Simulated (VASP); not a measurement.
# LiH (Fm-3m) in VASP: relaxation of cell and atoms with PBEsol

Aim: the relaxation of cell and atoms of LiH with PBEsol.

Program: VASP 6.6.1. These are calculated values, not measurements. Logs are shortened: lines on timing, memory, paths and dates and some standing lists are left out, and cuts for length are marked.

### 1 The cell of the first run

It takes space group Fm-3m (No. 225, cubic). Conventional cell: a = 3.981 Å, b = 3.981 Å, c = 3.981 Å, α = 90.00°, β = 90.00°, γ = 90.00°. Li (site symmetry m-3m) has 6 H at 1.99 Å within 2.6 Å. H (site symmetry m-3m) has 6 Li at 1.99 Å within 2.6 Å.

### 2 Relaxation of cell and atoms, PBEsol, target pressure 2 GPa, at which the enthalpy is minimised

The input, INCAR:

```
SYSTEM = LiH
PREC = Accurate
ENCUT = 600
EDIFF = 1E-6
ISMEAR = 0
SIGMA = 0.01
LREAL = .FALSE.
LASPH = .TRUE.
NELM = 60
ALGO = Normal
ISIF = 3
LWAVE = .FALSE.
LCHARG = .FALSE.
GGA = PS
IBRION = 2
NSW = 100
EDIFFG = -0.002
PSTRESS = 20.0
```

The input, KPOINTS:

```
Automatic mesh
0
G
  10 10 10
  0 0 0
```

The input, POSCAR:

```
LiH
1.0
    1.9903724901      1.9903724901      0.0000000000
   -1.9903724901      1.9903724901      0.0000000000
    0.0000000000      1.9903724901      1.9903724901
Li H
1 1
Direct
    0.0000000000      0.0000000000      0.0000000000
    0.5000000000      0.5000000000      0.0000000000
```

Potentials or basis: VASP PAW PBE potentials, release 64 (Li_sv, H).

Started as:

```sh
cat potpaw_PBE.64/Li_sv/POTCAR potpaw_PBE.64/H/POTCAR > POTCAR
mpirun -np 1 vasp_std > vasp.out
```

OUTCAR:

```text
SYSTEM = LiH
   PREC = Accurate
   ENCUT = 600
   EDIFF = 1E-6
   ISMEAR = 0
   LREAL = .FALSE.
   LASPH = .TRUE.
   NELM = 60
   ISIF = 3
   GGA = PS
   IBRION = 2
   NSW = 100
   EDIFFG = -0.002
   PSTRESS = 20.0

 ion  position               nearest neighbor table
   1  0.000  0.000  0.000-
   2  0.500  0.500  0.000-

  LATTYP: Found a face centered cubic cell.
 ALAT       =     3.9807449802

  Lattice vectors:

 A1 = (   0.0000000000,   1.9903724901,   1.9903724901)
 A2 = (   1.9903724901,   0.0000000000,   1.9903724901)
 A3 = (   1.9903724901,   1.9903724901,   0.0000000000)

Analysis of symmetry for initial positions (statically):
=====================================================================
 Subroutine PRICEL returns:
 Original cell was already a primitive cell.

 Routine SETGRP: Setting up the symmetry group for a
 face centered cubic supercell.

 Subroutine GETGRP returns: Found 48 space group operations
 (whereof 48 operations were pure point group operations)
 out of a pool of 48 trial point group operations.

The static configuration has the point symmetry O_h .

Analysis of symmetry for dynamics (positions and initial velocities):
=====================================================================
 Subroutine PRICEL returns:
 Original cell was already a primitive cell.

 Routine SETGRP: Setting up the symmetry group for a
 face centered cubic supercell.

 Subroutine GETGRP returns: Found 48 space group operations
 (whereof 48 operations were pure point group operations)
 out of a pool of 48 trial point group operations.

The dynamic configuration has the point symmetry O_h .

 Subroutine INISYM returns: Found 48 space group operations
 (whereof 48 operations are pure point group operations),
 and found     1 'primitive' translations

----------------------------------------------------------------------------------------

                                     Primitive cell

  volume of cell :      15.7701

  direct lattice vectors                    reciprocal lattice vectors
     1.990372490  1.990372490  0.000000000     0.251209260  0.251209260 -0.251209260
    -1.990372490  1.990372490  0.000000000    -0.251209260  0.251209260 -0.251209260
     0.000000000  1.990372490  1.990372490     0.000000000  0.000000000  0.502418520

  length of vectors
     2.814811770  2.814811770  2.814811770     0.435107201  0.435107201  0.502418520

  position of ions in fractional coordinates (direct lattice)
     0.000000000  0.000000000  0.000000000
     0.500000000  0.500000000  0.000000000

  ion indices of the primitive-cell ions
   primitive index   ion index
                 1           1
                 2           2

----------------------------------------------------------------------------------------

 KPOINTS: Automatic mesh

Automatic generation of k-mesh.
 Grid dimensions read from file:
 generate k-points for:   10   10   10

 Generating k-lattice:

  Cartesian coordinates                     Fractional coordinates (reciprocal lattice)
     0.025120926  0.025120926 -0.025120926     0.100000000  0.000000000  0.000000000
    -0.025120926  0.025120926 -0.025120926     0.000000000  0.100000000  0.000000000
     0.000000000  0.000000000  0.050241852     0.000000000  0.000000000  0.100000000

  Length of vectors
     0.043510720  0.043510720  0.050241852

  Shift w.r.t. Gamma in fractional coordinates (k-lattice)
     0.000000000  0.000000000  0.000000000

 Subroutine IBZKPT returns following result:
 ===========================================

 Found     47 irreducible k-points:

 Following reciprocal coordinates:
            Coordinates               Weight
  0.000000  0.000000  0.000000      1.000000
  0.100000  0.000000  0.000000      8.000000
  0.200000  0.000000  0.000000      8.000000
  0.300000  0.000000  0.000000      8.000000
  0.400000  0.000000  0.000000      8.000000
  0.500000  0.000000  0.000000      4.000000
[... 16 lines left out ...]
  0.300000  0.300000  0.000000     12.000000
  0.400000  0.300000  0.000000     24.000000
 [... further k-points ...]
   k-points           NKPTS =     47   k-points in BZ     NKDIM =     47   number of bands    NBANDS=      6
   number of dos      NEDOS =    301   number of ions     NIONS =      2
   total plane-waves  NPLWV =  13824
   dimension x,y,z NGX =    24 NGY =   24 NGZ =   24
   dimension x,y,z NGXF=    48 NGYF=   48 NGZF=   48
   ions per type =               1   1
   NGX,Y,Z   is equivalent  to a cutoff of  14.17, 14.17, 14.17 a.u.
   NGXF,Y,Z  is equivalent  to a cutoff of  28.35, 28.35, 28.35 a.u.
 SYSTEM =  LiH
   PREC   = accura    normal or accurate (medium, high low for compatibility)
   ISTART =      0    job   : 0-new  1-cont  2-samecut
   ICHARG =      2    charge: 1-file 2-atom 10-const
   ISPIN  =      1    spin polarized calculation?
   LNONCOLLINEAR =      F non collinear calculations
   LSORBIT =      F    spin-orbit coupling
   LASPH  =      T    aspherical Exc in radial PAW
   ENCUT  =  600.0 eV  44.10 Ry    6.64 a.u.   5.62  5.62  5.62*2*pi/ulx,y,z
   NELM   =     60;   NELMIN=  2; NELMDL= -5     # of ELM steps
   EDIFF  = 0.1E-05   stopping-criterion for ELM
   LREAL  =      F    real-space projection
   EDIFFG = -.2E-02   stopping-criterion for IOM
   NSW    =    100    number of steps for IOM
   IBRION =      2    ionic relax: 0-MD 1-quasi-New 2-CG
   NFREE  =      1    steps in history (QN), initial steepest desc. (CG)
   ISIF   =      3    stress and relaxation
   ISYM   =      2    0-nonsym 1-usesym 2-fastsym
   POTIM  = 0.5000    time-step for ionic-motion
   TEBEG  =    0.0;   TEEND  =   0.0 temperature during run
   PSTRESS=   20.0 pullay stress
   NELECT =       4.0000    total number of electrons
   NUPDOWN=      -1.0000    fix difference up-down
   EMIN   =  10.00;   EMAX   =-10.00  energy-range for DOS
   EFERMI =   0.00;   METHOD = LEGACY
   ISMEAR =     0;   SIGMA  =   0.01  broadening in eV -4-tet -1-fermi 0-gaus
   EFERMI_NEDOS =   21; number of points for ismear=-14 and -15
   IALGO  =     38    algorithm
   IMIX   =      4    mixing-type and parameters
     AMIX     =   0.40;   BMIX     =  1.00
     AMIX_MAG =   1.60;   BMIX_MAG =  1.00
  volume/ion in A,a.u.               =       7.89        53.21
  Fermi-wavevector in a.u.,A,eV,Ry     =   1.036296  1.958315 14.611423  1.073909
  Thomas-Fermi vector in A             =   2.170680
   LORBIT       =      0    0 simple, 1 ext, 2 COOP (PROOUT), +10 PAW based schemes
   GGA     = PS    functional components
   LHFCALC =     F    Hartree Fock is set to
   AEXX    =    0.0000 exact exchange contribution
   IVDW    =     0    specifies the selected vdW correction
   LEPSILON=     F    determine dielectric tensor
   LRPA    =     F    only Hartree local field effects (RPA)
 conjugate gradient relaxation of ions
 non-spin polarized calculation
 Gauss-broadening in eV      SIGMA  =   0.01
  energy-cutoff  :      600.00
  volume of cell :       15.77
 maximum number of plane-waves:       544
   NGX = 11   NGY = 11   NGZ = 11

--------------------------------------- Ionic step        1  -------------------------------------------

 number of electron       3.9999997 magnetization

 Free energy of the ion-electron system (eV)
  ---------------------------------------------------
  ext. energy  EPLUGINS =         0.00000000
  ---------------------------------------------------
  free energy    TOTEN  =        -6.12135473 eV

  energy without entropy =       -6.12135473  energy(sigma->0) =       -6.12135473

------------------------ aborting loop because EDIFF is reached ----------------------------------------

  FORCE on cell =-STRESS in cart. coord.  units (eV):
  Direction    XX          YY          ZZ          XY          YZ          ZX
  --------------------------------------------------------------------------------------
  -------------------------------------------------------------------------------------
  Total       -0.0173140     -0.0173140     -0.0173140     -0.0000000     -0.0000000      0.0000000
  in kB       -1.7590335     -1.7590335     -1.7590335     -0.0000000     -0.0000000      0.0000000
  external PRESSURE =     -21.7590335 kB  Pullay stress =      20.0000000 kB

 VOLUME and BASIS-vectors are now :
 -----------------------------------------------------------------------------
  energy-cutoff  :      600.00
  volume of cell :       15.77
      direct lattice vectors                 reciprocal lattice vectors
     1.990372490  1.990372490  0.000000000     0.251209260  0.251209260 -0.251209260
    -1.990372490  1.990372490  0.000000000    -0.251209260  0.251209260 -0.251209260
     0.000000000  1.990372490  1.990372490     0.000000000  0.000000000  0.502418520
[... 84 lines left out ...]
  FREE ENERGIE OF THE ION-ELECTRON SYSTEM (eV)
  ---------------------------------------------------
  free  energy   TOTEN  =        -6.1165764997 eV

  energy  without entropy=       -6.1165764997  energy(sigma->0) =       -6.11657650

  enthalpy is  TOTEN    =        -5.9303323548 eV   P V=        0.1862441448

--------------------------------------- Ionic step        4  -------------------------------------------

 number of electron       4.0000002 magnetization

 Free energy of the ion-electron system (eV)
  ---------------------------------------------------
  ext. energy  EPLUGINS =         0.00000000
  ---------------------------------------------------
  free energy    TOTEN  =        -6.11683784 eV

  energy without entropy =       -6.11683784  energy(sigma->0) =       -6.11683784

 E-fermi :   0.6707     XC(G=0):  -8.8565

 val. band max:        0.5228428382   @ k =   0.5000   0.5000   0.0000
 cond. band min:       3.2017625808   @ k =   0.5000   0.5000   0.0000
 fundamental gap:      2.6789197426
 Fermi energy:         0.6706536158

 k-point     1 :       0.0000    0.0000    0.0000
  band No.  band energies     occupation
      1     -43.1237      2.00000
      2      -5.3098      2.00000
      3      17.6103      0.00000
      4      19.0081      0.00000
      5      19.0081      0.00000
      6      19.0081      0.00000

 k-point     2 :       0.1000    0.0000    0.0000
  band No.  band energies     occupation
      1     -43.1174      2.00000
      2      -5.1289      2.00000
      3      15.8093      0.00000
      4      18.1200      0.00000
      5      18.5809      0.00000
      6      18.5809      0.00000
[... 181 lines left out ...]
 k-point    23 :       0.3000    0.3000    0.0000
  band No.  band energies     occupation
      1     -43.0471      2.00000
      2      -1.3844      2.00000
      3       6.2876      0.00000
      4       8.1464      0.00000
      5      14.5321      0.00000
      6      17.0372      0.00000

 k-point    24 :       0.4000    0.3000    0.0000
  band No.  band energies     occupation
      1     -43.0419      2.00000
      2      -0.6446      2.00000
      3       5.0740      0.00000
      4       8.2459      0.00000
      5      13.3100      0.00000
      6      17.3042      0.00000

 [... further k-points ...]
[... 5 lines left out ...]
  --------------------------------------------------------------------------------------
  -------------------------------------------------------------------------------------
  Total        0.1863088      0.1863088      0.1863088     -0.0000000      0.0000000     -0.0000000
  in kB       19.9793744     19.9793744     19.9793744     -0.0000000      0.0000000     -0.0000000
  external PRESSURE =      -0.0206256 kB  Pullay stress =      20.0000000 kB

 VOLUME and BASIS-vectors are now :
 -----------------------------------------------------------------------------
  energy-cutoff  :      600.00
  volume of cell :       14.94
      direct lattice vectors                 reciprocal lattice vectors
     1.954837719  1.954837719  0.000000000     0.255775707  0.255775707 -0.255775707
    -1.954837719  1.954837719 -0.000000000    -0.255775707  0.255775707 -0.255775707
    -0.000000000  1.954837719  1.954837719    -0.000000000  0.000000000  0.511551414

 POSITION                                       TOTAL-FORCE (eV/Angst)
 -----------------------------------------------------------------------------------
      0.00000      0.00000     -0.00000        -0.000000      0.000000      0.000000
     -0.00000      1.95484     -0.00000         0.000000     -0.000000      0.000000
 -----------------------------------------------------------------------------------
    total drift:                                0.000000     -0.000000     -0.000000

  FREE ENERGIE OF THE ION-ELECTRON SYSTEM (eV)
  ---------------------------------------------------
  free  energy   TOTEN  =        -6.1168378363 eV

  energy  without entropy=       -6.1168378363  energy(sigma->0) =       -6.11683784

  enthalpy is  TOTEN    =        -5.9303366754 eV   P V=        0.1865011609

 reached required accuracy - stopping structural energy minimisation
```

It took 40 s on 1 thread of AMD EPYC 7R13, shared host; peak memory 0.1 GiB.

What came out:

```
Free energy                                            : -6.1168 eV
Relaxed volume                                         : 7.47 Å³/atom
Relaxed cell                                           : a = 2.765 Å, b = 2.765 Å, c = 2.765 Å, α = 60.00°, β = 60.00°, γ = 90.00°
Space group after relaxing (to 0.05 Å)                 : Fm-3m (No. 225)
Energy change on relaxing (the enthalpy is what falls) : +2.3 meV/atom
Ionic steps                                            : 4
Pressure after relaxing                                : 2.0 GPa
Band gap on the k mesh                                 : 2.68 eV, direct
```

Step by step:
| step | energy change (eV) | largest force (eV/Å) | pressure (GPa) | volume (Å³) |
| --- | --- | --- | --- | --- |
| 1 | 0.0000 | 0.0000 | -0.18 | 15.77 |
| 2 | 0.0002 | 0.0000 | 0.41 | 15.53 |
| 3 | 0.0048 | 0.0000 | 2.06 | 14.92 |
| 4 | 0.0045 | 0.0000 | 2.00 | 14.94 |

Final structure:
```cif
data_structure
_symmetry_space_group_name_H-M 'P 1'
_symmetry_Int_Tables_number 1
_cell_length_a 2.7646
_cell_length_b 2.7646
_cell_length_c 2.7646
_cell_angle_alpha 60.000
_cell_angle_beta 60.000
_cell_angle_gamma 90.000
_cell_volume 14.94
loop_
_atom_site_label
_atom_site_type_symbol
_atom_site_fract_x
_atom_site_fract_y
_atom_site_fract_z
_atom_site_occupancy
Li1 Li 0.00000 0.00000 0.00000 1
H1 H 0.50000 0.50000 0.00000 1
```

Caveat: the cutoff is under 1.25 times the usual one of these potentials, so pressure, stress and relaxed cells hold a basis-set (Pulay) error; the cell is relaxed towards a set pressure, so the enthalpy falls and the energy may rise; the PAW data sets were made with another functional, which shifts forces and pressure a little. A k mesh can miss the band edges.
